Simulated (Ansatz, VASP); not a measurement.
**BiTe: VASP beside Ansatz**

Contents of INCAR:

```
SYSTEM = BiTe
ALGO = Normal ; EDIFF = 1E-6
ENCUT = 520 ; GGA = PE
ISIF = 2 ; ISMEAR = 0
LASPH = .True. ; LCHARG = .False.
LREAL = .False. ; LWAVE = .False.
NBANDS = 18 ; NELM = 60
PREC = Accurate ; SIGMA = 0.15
```

File KPOINTS:

```
k-points
0
Gamma
  12 12 12
  0 0 0
```

File POSCAR:

```
BiTe
1.0
    2.4558996751      1.4179143385      3.2282303593
   -2.4558996751      1.4179143385      3.2282303593
    0.0000000000     -2.8358286770      3.2282303593
Bi Te
1 1
Direct
    0.5000000000      0.5000000000      0.5000000000
    0.0000000000      0.0000000000      0.0000000000
```

Input for Ansatz:

```yaml
crystal:
  lattice:
    - [2.4558996751, 1.4179143385, 3.2282303593]
    - [-2.4558996751, 1.4179143385, 3.2282303593]
    - [0.0, -2.835828677, 3.2282303593]
  atoms:
    - { symbol: Bi, position: [0.5, 0.5, 0.5] }
    - { symbol: Te, position: [0.0, 0.0, 0.0] }
basis:
  ecutwfc: 420
kpoints:
  mp_grid: { grid: [12, 12, 12] }
hamiltonian:
  xc: pbe
scf:
  occupations: { method: gaussian, width: 0.15 }
output:
  forces: true
  stress: true
  eigenvalues: true
```

Alike in both runs: task single point; functional PBE; k mesh 12 × 12 × 12; occupations gaussian, width 0.15 eV; no spin polarisation.

|  | VASP | Ansatz |
| --- | --- | --- |
| version | VASP 6.6.1 | Ansatz 0.2.0 |
| potentials or method | VASP PAW PBE potentials, release 64 (Bi_d, Te), cutoff 520 eV | scalar-relativistic, plane waves, PAW |
| valence electrons in the cell | 21 | 31 |

|  | VASP | Ansatz | Ansatz less VASP |
| --- | --- | --- | --- |
| gap on the k mesh at the Fermi level (eV) | none | none | - |
| pressure (GPa) | -0.5 | -0.4 | +0.07 |
| traceless stress, the component that is largest in VASP (GPa) | 0.63 | 0.63 | -0.002 |

A gap of «none» marks a metal or a gap that the smearing closes. VASP's potentials hold 21 valence electrons a cell and Ansatz's 31, so a difference there can come from the potentials and not from the codes.

Neither program's run includes spin-orbit coupling.
